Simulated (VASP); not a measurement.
# Rh (P6_3/mmc) in VASP: notebook

The runs below take Rh through single point, with PBEsol.

Everything below comes from runs of VASP 6.6.1. Logs are shortened: lines on timing, memory, paths and dates and some standing lists are left out, and cuts for length are marked.

## 1. The cell of the first run

The structure is hexagonal, space group P6_3/mmc (No. 194). The conventional cell has a = 2.883 Å, b = 2.883 Å, c = 3.974 Å, α = 90.00°, β = 90.00°, γ = 120.00°. Within 3.4 Å of Rh (site symmetry -6m2) lie 12 Rh at 2.59 to 2.88 Å.

This isn't the form of Rh at room conditions, which is fcc.

## 2. Single point, PBEsol

Contents of INCAR:

```
SYSTEM = Rh
PREC = Accurate ; ENCUT = 520
EDIFF = 1E-7 ; ISMEAR = 0
SIGMA = 0.15 ; LREAL = .FALSE.
LASPH = .TRUE. ; NELM = 100
ALGO = Fast ; ISIF = 2
LWAVE = .FALSE. ; LCHARG = .FALSE.
GGA = PS ; NBANDS = 22
```

Contents of KPOINTS:

```
Automatic mesh
0
G
  24 24 12
  0 0 0
```

Contents of POSCAR:

```
Rh
1.0
    2.8830049769      0.0000000000      0.0000000000
   -1.4415024884      2.4967555492      0.0000000000
    0.0000000000      0.0000000000      3.9737589652
Rh
2
Direct
    0.6666666667      0.3333333333      0.7500000000
    0.3333333333      0.6666666667      0.2500000000
```

Potentials or basis: VASP PAW PBE potentials, release 64 (Rh_pv).

Started as:

```
cat potpaw_PBE.64/Rh_pv/POTCAR > POTCAR
mpirun -np 1 vasp_std > vasp.out
```

OUTCAR:

```text
SYSTEM = Rh
   PREC = Accurate
   ENCUT = 520
   EDIFF = 1E-7
   ISMEAR = 0
   LREAL = .FALSE.
   LASPH = .TRUE.
   NELM = 100
   ISIF = 2
   GGA = PS

 ion  position               nearest neighbor table
   1  0.667  0.333  0.750-   2 2.59   2 2.59   2 2.59   2 2.59   2 2.59   2 2.59
   2  0.333  0.667  0.250-   1 2.59   1 2.59   1 2.59   1 2.59   1 2.59   1 2.59

  LATTYP: Found a hexagonal cell.
 ALAT       =     2.8830049769
 C/A-ratio  =     1.3783392665

  Lattice vectors:

 A1 = (   2.8830049769,   0.0000000000,   0.0000000000)
 A2 = (  -1.4415024884,   2.4967555492,   0.0000000000)
 A3 = (   0.0000000000,   0.0000000000,   3.9737589652)

Analysis of symmetry for initial positions (statically):
=====================================================================
 Subroutine PRICEL returns:
 Original cell was already a primitive cell.

 Routine SETGRP: Setting up the symmetry group for a
 hexagonal supercell.

 Subroutine GETGRP returns: Found 24 space group operations
 (whereof 12 operations were pure point group operations)
 out of a pool of 24 trial point group operations.

The static configuration has the point symmetry D_3d.
 The point group associated with its full space group is D_6h.

Analysis of symmetry for dynamics (positions and initial velocities):
=====================================================================
 Subroutine PRICEL returns:
 Original cell was already a primitive cell.

 Routine SETGRP: Setting up the symmetry group for a
 hexagonal supercell.

 Subroutine GETGRP returns: Found 24 space group operations
 (whereof 12 operations were pure point group operations)
 out of a pool of 24 trial point group operations.

The dynamic configuration has the point symmetry D_3d.
 The point group associated with its full space group is D_6h.

 Subroutine INISYM returns: Found 24 space group operations
 (whereof 12 operations are pure point group operations),
 and found     1 'primitive' translations

----------------------------------------------------------------------------------------

                                     Primitive cell

  volume of cell :      28.6037

  direct lattice vectors                    reciprocal lattice vectors
     2.883004977  0.000000000  0.000000000     0.346860310  0.200259893  0.000000000
    -1.441502488  2.496755549  0.000000000     0.000000000  0.400519787  0.000000000
     0.000000000  0.000000000  3.973758965     0.000000000  0.000000000  0.251650895

  length of vectors
     2.883004977  2.883004977  3.973758965     0.400519787  0.400519787  0.251650895

  position of ions in fractional coordinates (direct lattice)
     0.666666667  0.333333333  0.750000000
     0.333333333  0.666666667  0.250000000

  ion indices of the primitive-cell ions
   primitive index   ion index
                 1           1
                 2           2

----------------------------------------------------------------------------------------

 KPOINTS: Automatic mesh

Automatic generation of k-mesh.
 Grid dimensions read from file:
 generate k-points for:   24   24   12

 Generating k-lattice:

  Cartesian coordinates                     Fractional coordinates (reciprocal lattice)
     0.014452513  0.008344162  0.000000000     0.041666667  0.000000000  0.000000000
     0.000000000  0.016688324  0.000000000     0.000000000  0.041666667  0.000000000
     0.000000000  0.000000000  0.020970908     0.000000000  0.000000000  0.083333333

  Length of vectors
     0.016688324  0.016688324  0.020970908

  Shift w.r.t. Gamma in fractional coordinates (k-lattice)
     0.000000000  0.000000000  0.000000000

 Subroutine IBZKPT returns following result:
 ===========================================

 Found    427 irreducible k-points:

 Following reciprocal coordinates:
            Coordinates               Weight
  0.000000  0.000000  0.000000      1.000000
  0.041667  0.000000  0.000000      6.000000
  0.083333  0.000000  0.000000      6.000000
  0.125000  0.000000  0.000000      6.000000
  0.166667  0.000000  0.000000      6.000000
  0.208333  0.000000  0.000000      6.000000
[... 16 lines left out ...]
  0.416667  0.041667  0.000000     12.000000
  0.458333  0.041667  0.000000     12.000000
 [... further k-points ...]
   k-points           NKPTS =    427   k-points in BZ     NKDIM =    427   number of bands    NBANDS=     22
   number of dos      NEDOS =    301   number of ions     NIONS =      2
   total plane-waves  NPLWV =  17280
   dimension x,y,z NGX =    24 NGY =   24 NGZ =   30
   dimension x,y,z NGXF=    48 NGYF=   48 NGZF=   60
   ions per type =               2
   NGX,Y,Z   is equivalent  to a cutoff of  13.84, 13.84, 12.55 a.u.
   NGXF,Y,Z  is equivalent  to a cutoff of  27.68, 27.68, 25.10 a.u.
 SYSTEM =  Rh
   PREC   = accura    normal or accurate (medium, high low for compatibility)
   ISTART =      0    job   : 0-new  1-cont  2-samecut
   ICHARG =      2    charge: 1-file 2-atom 10-const
   ISPIN  =      1    spin polarized calculation?
   LNONCOLLINEAR =      F non collinear calculations
   LSORBIT =      F    spin-orbit coupling
   LASPH  =      T    aspherical Exc in radial PAW
   ENCUT  =  520.0 eV  38.22 Ry    6.18 a.u.   5.36  5.36  7.39*2*pi/ulx,y,z
   NELM   =    100;   NELMIN=  2; NELMDL= -5     # of ELM steps
   EDIFF  = 0.1E-06   stopping-criterion for ELM
   LREAL  =      F    real-space projection
   EDIFFG = 0.1E-05   stopping-criterion for IOM
   NSW    =      0    number of steps for IOM
   IBRION =     -1    ionic relax: 0-MD 1-quasi-New 2-CG
   NFREE  =      0    steps in history (QN), initial steepest desc. (CG)
   ISIF   =      2    stress and relaxation
   ISYM   =      2    0-nonsym 1-usesym 2-fastsym
   POTIM  = 0.5000    time-step for ionic-motion
   TEBEG  =    0.0;   TEEND  =   0.0 temperature during run
   PSTRESS=    0.0 pullay stress
   NELECT =      30.0000    total number of electrons
   NUPDOWN=      -1.0000    fix difference up-down
   EMIN   =  10.00;   EMAX   =-10.00  energy-range for DOS
   EFERMI =   0.00;   METHOD = LEGACY
   ISMEAR =     0;   SIGMA  =   0.15  broadening in eV -4-tet -1-fermi 0-gaus
   EFERMI_NEDOS =   21; number of points for ismear=-14 and -15
   IALGO  =     68    algorithm
   IMIX   =      4    mixing-type and parameters
     AMIX     =   0.40;   BMIX     =  1.00
     AMIX_MAG =   1.60;   BMIX_MAG =  1.00
  volume/ion in A,a.u.               =      14.30        96.51
  Fermi-wavevector in a.u.,A,eV,Ry     =   1.663314  3.143208 37.642066  2.766614
  Thomas-Fermi vector in A             =   2.750053
   LORBIT       =      0    0 simple, 1 ext, 2 COOP (PROOUT), +10 PAW based schemes
   GGA     = PS    functional components
   LHFCALC =     F    Hartree Fock is set to
   AEXX    =    0.0000 exact exchange contribution
   IVDW    =     0    specifies the selected vdW correction
   LEPSILON=     F    determine dielectric tensor
   LRPA    =     F    only Hartree local field effects (RPA)
 non-spin polarized calculation
 RMM-DIIS sequential band-by-band and
 Gauss-broadening in eV      SIGMA  =   0.15
  energy-cutoff  :      520.00
  volume of cell :       28.60
 maximum number of plane-waves:       806
 NGX is ok and might be reduce to    24
   NGX = 11   NGY = 11   NGZ = 15

 number of electron      30.0000000 magnetization

 Free energy of the ion-electron system (eV)
  ---------------------------------------------------
  ext. energy  EPLUGINS =         0.00000000
  ---------------------------------------------------
  free energy    TOTEN  =       -15.84940221 eV

  energy without entropy =      -15.80333575  energy(sigma->0) =      -15.82636898

 E-fermi :  11.1381     XC(G=0): -13.9384

 val. band max:       11.1373392574   @ k =   0.3333   0.2500   0.2500
 cond. band min:      11.1414011929   @ k =   0.2083   0.2083   0.2500
 fundamental gap:      0.0040619355
 Fermi energy:        11.1380904983

 k-point     1 :       0.0000    0.0000    0.0000
  band No.  band energies     occupation
      1     -36.0650      2.00000
      2     -35.3778      2.00000
      3     -35.3778      2.00000
      4     -35.1675      2.00000
      5     -35.1675      2.00000
      6     -35.1649      2.00000
[... 14 lines left out ...]
     21      30.1107      0.00000
     22      31.3886      0.00000

 k-point     2 :       0.0417    0.0000    0.0000
  band No.  band energies     occupation
      1     -36.0611      2.00000
      2     -35.3822      2.00000
      3     -35.3801      2.00000
      4     -35.1727      2.00000
      5     -35.1679      2.00000
      6     -35.1675      2.00000
[... 14 lines left out ...]
     21      29.9619      0.00000
     22      30.8255      0.00000

 k-point     3 :       0.0833    0.0000    0.0000
  band No.  band energies     occupation
      1     -36.0495      2.00000
      2     -35.3949      2.00000
      3     -35.3867      2.00000
      4     -35.1878      2.00000
      5     -35.1767      2.00000
      6     -35.1676      2.00000
[... 14 lines left out ...]
     21      29.2552      0.00000
     22      29.9152      0.00000

 k-point     4 :       0.1250    0.0000    0.0000
  band No.  band energies     occupation
      1     -36.0306      2.00000
      2     -35.4153      2.00000
      3     -35.3971      2.00000
      4     -35.2118      2.00000
      5     -35.1913      2.00000
      6     -35.1680      2.00000
[... 14 lines left out ...]
     21      28.4650      0.00000
     22      28.8802      0.00000

 k-point     5 :       0.1667    0.0000    0.0000
  band No.  band energies     occupation
      1     -36.0048      2.00000
      2     -35.4420      2.00000
      3     -35.4102      2.00000
      4     -35.2426      2.00000
      5     -35.2114      2.00000
      6     -35.1688      2.00000
[... 417 lines left out ...]
 k-point    22 :       0.3750    0.0417    0.0000
  band No.  band energies     occupation
      1     -35.7893      2.00000
      2     -35.6130      2.00000
      3     -35.4895      2.00000
      4     -35.4238      2.00000
      5     -35.3908      2.00000
      6     -35.1825      2.00000
[... 14 lines left out ...]
     21      22.6243      0.00000
     22      26.6982      0.00000

 k-point    23 :       0.4167    0.0417    0.0000
  band No.  band energies     occupation
      1     -35.7556      2.00000
      2     -35.6308      2.00000
      3     -35.4953      2.00000
      4     -35.4423      2.00000
      5     -35.4209      2.00000
      6     -35.1840      2.00000
[... 14 lines left out ...]
     21      22.6221      0.00000
     22      26.2920      0.00000

 k-point    24 :       0.4583    0.0417    0.0000
  band No.  band energies     occupation
      1     -35.7355      2.00000
      2     -35.6401      2.00000
      3     -35.4980      2.00000
      4     -35.4522      2.00000
      5     -35.4391      2.00000
      6     -35.1849      2.00000
[... 14 lines left out ...]
     21      23.1156      0.00000
     22      26.0070      0.00000

 [... further k-points ...]

------------------------ aborting loop because EDIFF is reached ----------------------------------------

  FORCE on cell =-STRESS in cart. coord.  units (eV):
  Direction    XX          YY          ZZ          XY          YZ          ZX
  --------------------------------------------------------------------------------------
  -------------------------------------------------------------------------------------
  Total       -3.0241069     -3.0241069      2.3511831     -0.0000000     -0.0000000     -0.0000000
  in kB     -169.3888352   -169.3888352    131.6964587     -0.0000000     -0.0000000     -0.0000000
  external PRESSURE =     -69.0270706 kB  Pullay stress =       0.0000000 kB

 VOLUME and BASIS-vectors are now :
 -----------------------------------------------------------------------------
  energy-cutoff  :      520.00
  volume of cell :       28.60
      direct lattice vectors                 reciprocal lattice vectors
     2.883004977  0.000000000  0.000000000     0.346860310  0.200259893  0.000000000
    -1.441502488  2.496755549  0.000000000     0.000000000  0.400519787  0.000000000
     0.000000000  0.000000000  3.973758965     0.000000000  0.000000000  0.251650895

 POSITION                                       TOTAL-FORCE (eV/Angst)
 -----------------------------------------------------------------------------------
      1.44150      0.83225      2.98032        -0.000000      0.000000      0.000000
     -0.00000      1.66450      0.99344         0.000000     -0.000000      0.000000
 -----------------------------------------------------------------------------------
    total drift:                               -0.000000      0.000000     -0.000000

  FREE ENERGIE OF THE ION-ELECTRON SYSTEM (eV)
  ---------------------------------------------------
  free  energy   TOTEN  =       -15.8494022079 eV

  energy  without entropy=      -15.8033357457  energy(sigma->0) =      -15.82636898
```

Run time: 6.2 min. Hardware: 1 thread of Intel Xeon 8259CL, shared host; peak memory 0.32 GiB.

What came out:

```
Free energy            : -15.8494 eV
Pressure               : -6.9 GPa
Band gap on the k mesh : zero (bands 15 and 16 overlap by 1.52 eV)
```

Stress tensor (GPa, compression positive):
```
-16.94   0.00   0.00
  0.00 -16.94   0.00
  0.00   0.00  13.17
```

Caveat: the stress differs along the axes, from -17 to 13 GPa; the PAW data sets were made with another functional, which shifts forces and pressure a little.

(Part 1 of 3 ends here.)
